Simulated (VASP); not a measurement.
A run of VASP 6.6.1:

INCAR

```
PREC = Accurate
ENCUT = 520
EDIFF = 1E-6
ISMEAR = -1
SIGMA = 0.06122561905347299
LREAL = False
LASPH = True
NELM = 60
ALGO = Normal
ISIF = 2
LWAVE = False
LCHARG = False
GGA = PE
NBANDS = 11
```

The input KPOINTS:

```
regular mesh
0
Gamma
  24 24 24
```

POSCAR

```
Pd
1.0
    0.0000000000      1.9578588184      1.9578588184
    1.9578588184      0.0000000000      1.9578588184
    1.9578588184      1.9578588184      0.0000000000
Pd
1
Direct
    0.0000000000      0.0000000000      0.0000000000
```

Potentials or basis: VASP PAW PBE potentials, release 64 (Pd).

Launch:

```console
$ cat potpaw_PBE.64/Pd/POTCAR > POTCAR
$ mpirun -np 1 vasp_std > vasp.out
```

Hardware: 1 thread of Intel Xeon 8259CL, on a shared host.

Q: How long does it take, and how much memory?

A: Run time: 74 s on 1 thread of Intel Xeon 8259CL, on a shared host, peak memory 0.2 GiB. Counts: scf iterations 11, k points 413.
